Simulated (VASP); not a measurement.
# NbSi (Pm-3m) in VASP: further runs

Runs on NbSi. Level: PBE-based screened hybrid with 25 % exact exchange. Tasks: single point.

All numbers are computed with VASP 6.6.1; they aren't measurements. Logs are shortened: lines on timing, memory, paths and dates and some standing lists are left out, and cuts for length are marked.

## Step 1: The cell of the first run

Symmetry: Pm-3m, No. 221, cubic system. Conventional cell: a = 3.156 Å, b = 3.156 Å, c = 3.156 Å, α = 90.00°, β = 90.00°, γ = 90.00°. Nb (site symmetry m-3m) has 8 Si at 2.73 Å and 6 Nb at 3.16 Å within 3.6 Å. Within 3.6 Å of Si (site symmetry m-3m) lie 8 Nb at 2.73 Å and 6 Si at 3.16 Å.

## Step 2: Single point, PBE-based screened hybrid with 25 % exact exchange

The input, POSCAR:

```
NbSi
1.0
    3.1564400000      0.0000000000      0.0000000000
    0.0000000000      3.1564400000      0.0000000000
    0.0000000000      0.0000000000      3.1564400000
Nb Si
1 1
Direct
    0.0000000000      0.0000000000      0.0000000000
    0.5000000000      0.5000000000      0.5000000000
```

The input, INCAR.step1:

```
SYSTEM = NbSi
  ALGO = Normal
  EDIFF = 1E-5
  ENCUT = 520
  GGA = PE
  ISIF = 2
  ISMEAR = -1
  LASPH = .TRUE.
  LREAL = .FALSE.
  LWAVE = .TRUE.
  NBANDS = 16
  NELM = 100
  PREC = Accurate
  SIGMA = 0.05
```

The input, INCAR.step2:

```
SYSTEM = NbSi
  AEXX = 0.25
  ALGO = Normal
  EDIFF = 1E-6
  ENCUT = 520
  GGA = PE
  HFSCREEN = 0.3
  ISIF = 2
  ISMEAR = -1
  ISTART = 1
  LASPH = .TRUE.
  LCHARG = .TRUE.
  LELF = .TRUE.
  LHFCALC = .TRUE.
  LREAL = .FALSE.
  LVHAR = .TRUE.
  LWAVE = .FALSE.
  NBANDS = 16
  NELM = 100
  PREC = Accurate
  PRECFOCK = Normal
  SIGMA = 0.05
```

The input, KPOINTS:

```
k-points
0
G
  4 4 4
  0 0 0
```

Potentials or basis: VASP PAW PBE potentials, release 64 (Nb_sv, Si).

The run is started by

```bash
> cat potpaw_PBE.64/Nb_sv/POTCAR potpaw_PBE.64/Si/POTCAR > POTCAR
> cp INCAR.step1 INCAR
> mpirun -np 1 vasp_std > vasp.out
> cp INCAR.step2 INCAR
> mpirun -np 1 vasp_std > vasp.out
```

OUTCAR:

```text
SYSTEM = NbSi
   AEXX = 0.25
   EDIFF = 1E-6
   ENCUT = 520
   GGA = PE
   HFSCREEN = 0.3
   ISIF = 2
   ISMEAR = -1
   ISTART = 1
   LASPH = .TRUE.
   LHFCALC = .TRUE.
   LREAL = .FALSE.
   NELM = 100
   PREC = Accurate
   PRECFOCK = Normal

 ion  position               nearest neighbor table
   1  0.000  0.000  0.000-   2 2.73   2 2.73   2 2.73   2 2.73   2 2.73   2 2.73   2 2.73   2 2.73

   2  0.500  0.500  0.500-   1 2.73   1 2.73   1 2.73   1 2.73   1 2.73   1 2.73   1 2.73   1 2.73

  LATTYP: Found a simple cubic cell.
 ALAT       =     3.1564400000

  Lattice vectors:

 A1 = (   3.1564400000,   0.0000000000,   0.0000000000)
 A2 = (   0.0000000000,   3.1564400000,   0.0000000000)
 A3 = (   0.0000000000,   0.0000000000,   3.1564400000)

Analysis of symmetry for initial positions (statically):
=====================================================================
 Subroutine PRICEL returns:
 Original cell was already a primitive cell.

 Routine SETGRP: Setting up the symmetry group for a
 simple cubic supercell.

 Subroutine GETGRP returns: Found 48 space group operations
 (whereof 48 operations were pure point group operations)
 out of a pool of 48 trial point group operations.

The static configuration has the point symmetry O_h .

Analysis of symmetry for dynamics (positions and initial velocities):
=====================================================================
 Subroutine PRICEL returns:
 Original cell was already a primitive cell.

 Routine SETGRP: Setting up the symmetry group for a
 simple cubic supercell.

 Subroutine GETGRP returns: Found 48 space group operations
 (whereof 48 operations were pure point group operations)
 out of a pool of 48 trial point group operations.

The dynamic configuration has the point symmetry O_h .

 Subroutine INISYM returns: Found 48 space group operations
 (whereof 48 operations are pure point group operations),
 and found     1 'primitive' translations

----------------------------------------------------------------------------------------

                                     Primitive cell

  volume of cell :      31.4480

  direct lattice vectors                    reciprocal lattice vectors
     3.156440000  0.000000000  0.000000000     0.316812612  0.000000000  0.000000000
[... 76 lines left out ...]
   NFREE  =      0    steps in history (QN), initial steepest desc. (CG)
   ISIF   =      2    stress and relaxation
   ISYM   =      3    0-nonsym 1-usesym 2-fastsym
   POTIM  = 0.5000    time-step for ionic-motion
   TEBEG  =    0.0;   TEEND  =   0.0 temperature during run
   PSTRESS=    0.0 pullay stress
   NELECT =      17.0000    total number of electrons
   NUPDOWN=      -1.0000    fix difference up-down
   EMIN   =  10.00;   EMAX   =-10.00  energy-range for DOS
   EFERMI =   0.00;   METHOD = LEGACY
   ISMEAR =    -1;   SIGMA  =   0.05  broadening in eV -4-tet -1-fermi 0-gaus
   EFERMI_NEDOS =   21; number of points for ismear=-14 and -15
   IALGO  =     38    algorithm
   IMIX   =      1    mixing-type and parameters
     AMIX     =   0.40;   BMIX     =  1.00
     AMIX_MAG =   1.60;   BMIX_MAG =  1.00
  volume/ion in A,a.u.               =      15.72       106.11
  Fermi-wavevector in a.u.,A,eV,Ry     =   1.333604  2.520146 24.197961  1.778500
  Thomas-Fermi vector in A             =   2.462450
   LORBIT       =      0    0 simple, 1 ext, 2 COOP (PROOUT), +10 PAW based schemes
   GGA     = PE    functional components
   LHFCALC =     T    Hartree Fock is set to
   PRECFOCK=normal    Normal, Fast or Accurate (Low or Medium for compatibility)
   ENCUT4O =  -1.0   cutoff for four orbital integrals eV
   NKREDX  =     1    reduce k-point grid by
   NKREDY  =     1    reduce k-point grid by
   NKREDZ  =     1    reduce k-point grid by
   AEXX    =    0.2500 exact exchange contribution
   HFSCREEN=    0.3000 screening length (either q_TF or 0.3 A-1)
   HFSCREENC=   0.3000 screening length for correlation (either q_TF or 0.3 A-1)
   ENCUTFOCK=  -1.0 apply spherical cutoff to Coloumb kernel
   IVDW    =     0    specifies the selected vdW correction
   LEPSILON=     F    determine dielectric tensor
   LRPA    =     F    only Hartree local field effects (RPA)
 non-spin polarized calculation
  energy-cutoff  :      520.00
  volume of cell :       31.45
 maximum number of plane-waves:       856
 NGX is ok and might be reduce to    24
  NGX = 18; NGY = 18; NGZ = 18

 number of electron      17.0000003 magnetization

 Free energy of the ion-electron system (eV)
  ---------------------------------------------------
  ext. energy  EPLUGINS =         0.00000000
  ---------------------------------------------------
  free energy    TOTEN  =       -17.67442823 eV

  energy without entropy =      -17.64414814  energy(sigma->0) =      -17.65928819

 E-fermi :  11.1784     XC(G=0): -10.0421

 val. band max:       11.0619481351   @ k =   0.2500   0.0000   0.0000
 cond. band min:      11.1948830643   @ k =   0.2500   0.2500   0.0000
 fundamental gap:      0.1329349292
 Fermi energy:        11.1784161204

 k-point     1 :       0.0000    0.0000    0.0000
  band No.  band energies     occupation
      1     -47.2103      2.00000
      2     -21.7114      2.00000
      3     -21.7114      2.00000
      4     -21.7114      2.00000
      5      -1.2722      2.00000
      6       8.0644      2.00000
[... 167 lines left out ...]
      3     -22.0615      2.00000
      4     -22.0615      2.00000
      5       5.4698      2.00000
      6       5.4698      2.00000
[... 8 lines left out ...]
     15      20.2488      0.00000
     16      20.2488      0.00000

------------------------ aborting loop because EDIFF is reached ----------------------------------------

  FORCE on cell =-STRESS in cart. coord.  units (eV):
  Direction    XX          YY          ZZ          XY          YZ          ZX
  --------------------------------------------------------------------------------------
  -------------------------------------------------------------------------------------
  Total       -0.2314414     -0.2314414     -0.2314414      0.0000000      0.0000000     -0.0000000
  in kB      -11.7912275    -11.7912275    -11.7912275      0.0000000      0.0000000     -0.0000000
  external PRESSURE =     -11.7912275 kB  Pullay stress =       0.0000000 kB

 VOLUME and BASIS-vectors are now :
 -----------------------------------------------------------------------------
  energy-cutoff  :      520.00
  volume of cell :       31.45
      direct lattice vectors                 reciprocal lattice vectors
     3.156440000  0.000000000  0.000000000     0.316812612  0.000000000  0.000000000
     0.000000000  3.156440000  0.000000000     0.000000000  0.316812612  0.000000000
     0.000000000  0.000000000  3.156440000     0.000000000  0.000000000  0.316812612

 POSITION                                       TOTAL-FORCE (eV/Angst)
 -----------------------------------------------------------------------------------
      0.00000      0.00000      0.00000         0.000000      0.000000      0.000000
      1.57822      1.57822      1.57822         0.000000      0.000000      0.000000
 -----------------------------------------------------------------------------------
    total drift:                               -0.000022     -0.000004     -0.000005

  FREE ENERGIE OF THE ION-ELECTRON SYSTEM (eV)
  ---------------------------------------------------
  free  energy   TOTEN  =       -17.6744282332 eV

  energy  without entropy=      -17.6441481400  energy(sigma->0) =      -17.65928819
```

It took 4.5 min on 1 thread of Intel Xeon Platinum 8259CL at 2.50GHz (Skylake/Cascade Lake), shared host; peak memory 0.24 GiB.

What came out:

| Property | Result |
| --- | --- |
| Free energy | -17.6744 eV |
| Pressure | -1.2 GPa |
| Band gap on the k mesh | zero (an odd number of electrons rules out a gap without spin polarisation) |

Levels at points of the mesh, in eV from the Fermi level:
```
           k point  band 5  band 6  band 7  band 8  band 9  band 10  band 11  band 12
(0.00, 0.00, 0.00)  -12.45   -3.11   -3.11    2.60    2.60     2.60     2.65     2.65
(0.50, 0.00, 0.00)   -9.02   -7.15   -1.87   -1.20   -1.20     3.22     4.64     5.71
(0.50, 0.50, 0.00)   -8.99   -3.40   -3.40   -2.58    0.52     0.52     4.59     5.07
(0.50, 0.50, 0.50)   -5.71   -5.71   -5.71   -4.36    4.04     4.04     4.04     4.71
```

Caveat: the k points lie up to 0.50 Å⁻¹ apart, too coarse for converged energies and pressures of a metal; the PAW data sets were made with another functional, which shifts forces and pressure a little.

[end of part 1 of 2]

The gap in the log of VASP goes by the Fermi energy; the results here count the filled bands.